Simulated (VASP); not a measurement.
# BN (F-43m) in VASP: further runs

BN is run at these levels: PBE; tasks: single point.

Everything below comes from runs of VASP 6.6.1. Logs are shortened: lines on timing, memory, paths and dates and some standing lists are left out, and cuts for length are marked.

### Step 1. The cell of the first run

Symmetry: F-43m, No. 216, cubic system. The conventional cell has a = 3.335 Å, b = 3.335 Å, c = 3.335 Å, α = 90.00°, β = 90.00°, γ = 90.00°. Within 1.9 Å of B (site symmetry -43m) lie 4 N at 1.44 Å. N (site symmetry -43m) has 4 B at 1.44 Å within 1.9 Å.

### Step 2. Single point, PBE (strain -0.080 along x and y, -0.080 along z)

File INCAR:

```
ALGO = Normal
EDIFF = 1E-6
ENCUT = 600
GGA = PE
GGA_COMPAT = False
ISIF = 2
ISMEAR = 0
LASPH = True
LCHARG = False
LREAL = False
LWAVE = False
NBANDS = 11
NELM = 120
PREC = Accurate
SIGMA = 0.05
```

File KPOINTS:

```
k-points
0
Gamma
  12 12 12
```

File POSCAR:

```
BN
1.0
    0.0000000000      1.6673606323      1.6673606323
    1.6673606323      0.0000000000      1.6673606323
    1.6673606323      1.6673606323      0.0000000000
B N
1 1
Direct
    0.0000000000      0.0000000000      0.0000000000
    0.7500000000      0.7500000000      0.7500000000
```

Potentials or basis: VASP PAW PBE potentials, release 64 (B, N).

The run is started by

```console
cat potpaw_PBE.64/B/POTCAR potpaw_PBE.64/N/POTCAR > POTCAR
mpirun -np 1 vasp_std > vasp.out
```

OUTCAR:

```text
EDIFF = 1E-6
   ENCUT = 600
   GGA = PE
   ISIF = 2
   ISMEAR = 0
   LASPH = True
   LREAL = False
   NELM = 120
   PREC = Accurate

 ion  position               nearest neighbor table
   1  0.000  0.000  0.000-   2 1.44   2 1.44   2 1.44   2 1.44
   2  0.750  0.750  0.750-   1 1.44   1 1.44   1 1.44   1 1.44

  LATTYP: Found a face centered cubic cell.
 ALAT       =     3.3347212646

  Lattice vectors:

 A1 = (   0.0000000000,   1.6673606323,   1.6673606323)
 A2 = (   1.6673606323,   0.0000000000,   1.6673606323)
 A3 = (   1.6673606323,   1.6673606323,   0.0000000000)

Analysis of symmetry for initial positions (statically):
=====================================================================
 Subroutine PRICEL returns:
 Original cell was already a primitive cell.

 Routine SETGRP: Setting up the symmetry group for a
 face centered cubic supercell.

 Subroutine GETGRP returns: Found 24 space group operations
 (whereof 24 operations were pure point group operations)
 out of a pool of 48 trial point group operations.

The static configuration has the point symmetry T_d .

Analysis of symmetry for dynamics (positions and initial velocities):
=====================================================================
 Subroutine PRICEL returns:
 Original cell was already a primitive cell.

 Routine SETGRP: Setting up the symmetry group for a
 face centered cubic supercell.

 Subroutine GETGRP returns: Found 24 space group operations
 (whereof 24 operations were pure point group operations)
 out of a pool of 48 trial point group operations.

The dynamic configuration has the point symmetry T_d .

 Subroutine INISYM returns: Found 24 space group operations
 (whereof 24 operations are pure point group operations),
 and found     1 'primitive' translations

----------------------------------------------------------------------------------------

                                     Primitive cell

  volume of cell :       9.2708

  direct lattice vectors                    reciprocal lattice vectors
     0.000000000  1.667360632  1.667360632    -0.299875138  0.299875138  0.299875138
     1.667360632  0.000000000  1.667360632     0.299875138 -0.299875138  0.299875138
     1.667360632  1.667360632  0.000000000     0.299875138  0.299875138 -0.299875138

  length of vectors
     2.358004020  2.358004020  2.358004020     0.519398975  0.519398975  0.519398975

  position of ions in fractional coordinates (direct lattice)
     0.000000000  0.000000000  0.000000000
[... 85 lines left out ...]
   ISYM   =      2    0-nonsym 1-usesym 2-fastsym
   POTIM  = 0.5000    time-step for ionic-motion
   TEBEG  =    0.0;   TEEND  =   0.0 temperature during run
   PSTRESS=    0.0 pullay stress
   NELECT =       8.0000    total number of electrons
   NUPDOWN=      -1.0000    fix difference up-down
   EMIN   =  10.00;   EMAX   =-10.00  energy-range for DOS
   EFERMI =   0.00;   METHOD = LEGACY
   ISMEAR =     0;   SIGMA  =   0.05  broadening in eV -4-tet -1-fermi 0-gaus
   EFERMI_NEDOS =   21; number of points for ismear=-14 and -15
   IALGO  =     38    algorithm
   IMIX   =      4    mixing-type and parameters
     AMIX     =   0.40;   BMIX     =  1.00
     AMIX_MAG =   1.60;   BMIX_MAG =  1.00
  volume/ion in A,a.u.               =       4.64        31.28
  Fermi-wavevector in a.u.,A,eV,Ry     =   1.558590  2.945308 33.051320  2.429204
  Thomas-Fermi vector in A             =   2.662072
   LORBIT       =      0    0 simple, 1 ext, 2 COOP (PROOUT), +10 PAW based schemes
   GGA     = PE    functional components
   LHFCALC =     F    Hartree Fock is set to
   AEXX    =    0.0000 exact exchange contribution
   IVDW    =     0    specifies the selected vdW correction
   LEPSILON=     F    determine dielectric tensor
   LRPA    =     F    only Hartree local field effects (RPA)
 non-spin polarized calculation
 Gauss-broadening in eV      SIGMA  =   0.05
  energy-cutoff  :      600.00
  volume of cell :        9.27
 maximum number of plane-waves:       331
   NGX =  9   NGY =  9   NGZ =  9

 number of electron       7.9999999 magnetization

 Free energy of the ion-electron system (eV)
  ---------------------------------------------------
  ext. energy  EPLUGINS =         0.00000000
  ---------------------------------------------------
  free energy    TOTEN  =       -16.44803572 eV

  energy without entropy =      -16.44803572  energy(sigma->0) =      -16.44803572

 E-fermi :  10.9804     XC(G=0): -14.0587

 val. band max:       10.6950089190   @ k =   0.0000   0.0000   0.0000
 cond. band min:      15.3738857195   @ k =   0.5000   0.5000   0.0000
 fundamental gap:      4.6788768004
 Fermi energy:        10.9804323711

 k-point     1 :       0.0000    0.0000    0.0000
  band No.  band energies     occupation
      1     -12.5643      2.00000
      2      10.6950      2.00000
      3      10.6950      2.00000
      4      10.6950      2.00000
      5      20.6724      0.00000
      6      20.6724      0.00000
      7      20.6724      0.00000
      8      25.2737      0.00000
      9      40.2628      0.00000
     10      41.6035      0.00000
     11      41.6035      0.00000
[... 309 lines left out ...]
 k-point    24 :      -0.4167    0.1667    0.0000
  band No.  band energies     occupation
      1      -6.6655      2.00000
      2      -1.6017      2.00000
      3       5.6783      2.00000
      4       7.4238      2.00000
      5      21.1125      0.00000
      6      24.7981      0.00000
      7      26.1817      0.00000
      8      29.7541      0.00000
      9      35.1173      0.00000
     10      39.2747      0.00000
     11      42.7653      0.00000

 [... further k-points ...]

------------------------ aborting loop because EDIFF is reached ----------------------------------------

  FORCE on cell =-STRESS in cart. coord.  units (eV):
  Direction    XX          YY          ZZ          XY          YZ          ZX
  --------------------------------------------------------------------------------------
  -------------------------------------------------------------------------------------
  Total        8.5078049      8.5078049      8.5078049     -0.0000000      0.0000000     -0.0000000
  in kB     1470.3119240   1470.3119240   1470.3119240     -0.0000000      0.0000000     -0.0000000
  external PRESSURE =    1470.3119240 kB  Pullay stress =       0.0000000 kB

 VOLUME and BASIS-vectors are now :
 -----------------------------------------------------------------------------
  energy-cutoff  :      600.00
  volume of cell :        9.27
      direct lattice vectors                 reciprocal lattice vectors
     0.000000000  1.667360632  1.667360632    -0.299875138  0.299875138  0.299875138
     1.667360632  0.000000000  1.667360632     0.299875138 -0.299875138  0.299875138
     1.667360632  1.667360632  0.000000000     0.299875138  0.299875138 -0.299875138

 POSITION                                       TOTAL-FORCE (eV/Angst)
 -----------------------------------------------------------------------------------
      0.00000      0.00000      0.00000        -0.000000     -0.000000     -0.000000
      2.50104      2.50104      2.50104         0.000000      0.000000      0.000000
 -----------------------------------------------------------------------------------
    total drift:                               -0.000000     -0.000000      0.000000

  FREE ENERGIE OF THE ION-ELECTRON SYSTEM (eV)
  ---------------------------------------------------
  free  energy   TOTEN  =       -16.4480357163 eV

  energy  without entropy=      -16.4480357163  energy(sigma->0) =      -16.44803572
```

Wall time 5.5 s (1 thread of Intel Xeon Platinum 8488C (Sapphire Rapids), shared host); peak memory 0.12 GiB.

Results:

- Free energy: -16.4480 eV
- Pressure: 147.0 GPa
- Band gap on the k mesh: 4.68 eV, indirect (least direct gap 9.98 eV)

Caveat: the cell differs from its parent crystal (strain -0.080 along x and y, -0.080 along z). A k mesh can miss the band edges.

### Step 3. Single point, PBE (strain -0.040 along x and y, -0.040 along z)

File INCAR:

```
ALGO = Normal
EDIFF = 1E-6
ENCUT = 600
GGA = PE
GGA_COMPAT = F
ISIF = 2
ISMEAR = 0
LASPH = T
LCHARG = F
LREAL = F
LWAVE = F
NBANDS = 11
NELM = 120
PREC = Accurate
SIGMA = 0.05
```

KPOINTS is that of step 2.

File POSCAR:

```
BN
1.0
    0.0000000000      1.7398545729      1.7398545729
    1.7398545729      0.0000000000      1.7398545729
    1.7398545729      1.7398545729      0.0000000000
B N
1 1
Direct
    0.0000000000      0.0000000000      0.0000000000
    0.7500000000      0.7500000000      0.7500000000
```

Potentials or basis: VASP PAW PBE potentials, release 64 (B, N).

The run is started by

```console
cat potpaw_PBE.64/B/POTCAR potpaw_PBE.64/N/POTCAR > POTCAR
mpirun -np 1 vasp_std > vasp.out
```

Run time: 5.8 s. Hardware: 1 thread of Intel Xeon Platinum 8488C (Sapphire Rapids), shared host; peak memory 0.12 GiB.

The run converged. Its results:

```
Free energy            : -17.2271 eV
Pressure               : 57.3 GPa
Band gap on the k mesh : 4.57 eV, indirect (least direct gap 9.37 eV)
```

Levels at points of the mesh, in eV from the valence-band top:
```
           k point  band 1  band 2  band 3  band 4  band 5  band 6  band 7  band 8  band 9
(0.00, 0.00, 0.00)  -21.59    0.00    0.00    0.00    9.37    9.37    9.37   12.28   26.97
(0.50, 0.00, 0.00)  -16.81  -11.79   -2.17   -2.17   11.33   11.33   11.69   16.43   25.20
(0.50, 0.50, 0.00)  -15.28   -9.70   -5.50   -5.50    4.57    9.87   19.75   19.75   22.85
```

Caveat: the cell differs from its parent crystal (strain -0.040 along x and y, -0.040 along z). A k mesh can miss the band edges.

### Step 4. Single point, PBE (strain +0.040 along x and y, +0.040 along z)

File INCAR:

```
PREC = Accurate
ENCUT = 600
EDIFF = 1E-6
ISMEAR = 0
SIGMA = 0.05
LREAL = False
LASPH = True
NELM = 120
ALGO = Normal
ISIF = 2
LWAVE = False
LCHARG = False
GGA = PE
NBANDS = 11
GGA_COMPAT = False
```

File KPOINTS:

```
Automatic mesh
0
Gamma
  12 12 12
```

File POSCAR:

```
BN
1.0
    0.0000000000      1.8848424539      1.8848424539
    1.8848424539      0.0000000000      1.8848424539
    1.8848424539      1.8848424539      0.0000000000
B N
1 1
Direct
    0.0000000000      0.0000000000      0.0000000000
    0.7500000000      0.7500000000      0.7500000000
```

The run is started by

```console
cat potpaw_PBE.64/B/POTCAR potpaw_PBE.64/N/POTCAR > POTCAR
mpirun -np 1 vasp_std > vasp.out
```

It took 6.6 s on 1 thread of Intel Xeon Platinum 8488C (Sapphire Rapids), shared host; peak memory 0.13 GiB.

Results (log left out):

```yaml
Free_energy: -17.2782 eV
Pressure: -35.4 GPa
Band_gap_on_the_k_mesh: 4.31 eV, indirect (least direct gap 8.22 eV)
```

Levels at points of the mesh, in eV from the valence-band top:
```csv
k point,band 1,band 2,band 3,band 4,band 5,band 6,band 7,band 8
"(0.00, 0.00, 0.00)",-18.87,0.00,0.00,0.00,8.22,8.22,8.22,8.38
"(0.50, 0.00, 0.00)",-15.23,-9.60,-1.72,-1.72,8.57,10.01,10.01,13.97
"(0.50, 0.50, 0.00)",-14.03,-8.14,-4.32,-4.32,4.31,8.51,16.07,16.07
```

Caveat: the cell differs from its parent crystal (strain +0.040 along x and y, +0.040 along z). A k mesh can miss the band edges.

### Step 5. Summary

| cell | gap on the mesh (eV) | pressure (GPa) |
| --- | --- | --- |
| a = 2.358 Å, angles 60.0°, 2 atoms | 4.68 | 147.0 |
| a = 2.461 Å, angles 60.0°, 2 atoms | 4.57 | 57.3 |
| a = 2.666 Å, angles 60.0°, 2 atoms | 4.31 | -35.4 |

Alike in all rows: task single point; level PBE; potentials or basis VASP PAW PBE potentials, release 64 (B, N); no spin polarisation; k mesh 12 × 12 × 12; cutoff (eV) 600; smearing gaussian 0.05 eV.

Total energies depend on the potentials used, so only differences within one code and one set of settings carry meaning.
